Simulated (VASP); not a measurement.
Here is a VASP 6.6.1 calculation.

Contents of POSCAR:

```
C
1.0
    0.0000000000      1.7979253840      1.7979253840
    1.7979253840      0.0000000000      1.7979253840
    1.7979253840      1.7979253840      0.0000000000
C
2
Direct
    0.0000000000      0.0000000000      0.0000000000
    0.2500000000      0.2500000000      0.2500000000
```

Contents of INCAR.step1:

```
PREC = Accurate ; ENCUT = 520
ISMEAR = 0 ; SIGMA = 0.01
LREAL = False ; LASPH = True
NELM = 100 ; NBANDS = 11
GGA = PE ; ALGO = Normal
EDIFF = 1E-4 ; LWAVE = True
LCHARG = False
```

File INCAR.step2:

```
PREC = Accurate ; ENCUT = 520
EDIFF = 1E-6 ; ISMEAR = 0
SIGMA = 0.01 ; LREAL = False
LASPH = True ; NELM = 100
ALGO = Normal ; ISIF = 2
LWAVE = False ; LCHARG = True
METAGGA = R2SCAN ; LMIXTAU = True
LELF = True ; LVHAR = True
NBANDS = 11 ; ISTART = 1
```

Contents of KPOINTS:

```
regular mesh
0
Gamma
  12 12 12
```

Potentials or basis: VASP PAW PBE potentials, release 64 (C).

Command:

```sh
$ cat potpaw_PBE.64/C/POTCAR > POTCAR
$ cp INCAR.step1 INCAR
$ mpirun -np 1 vasp_std > vasp.out
$ cp INCAR.step2 INCAR
$ mpirun -np 1 vasp_std > vasp.out
```

Predict the pressure.

-11.7 GPa.

What does it give for the band gap on the k mesh?

4.29 eV, indirect (least direct gap 5.77 eV).

Caveat: the cell differs from its parent crystal (strain +1.0%); the PAW data sets were made with another functional, which shifts forces and pressure a little. A k mesh can miss the band edges.
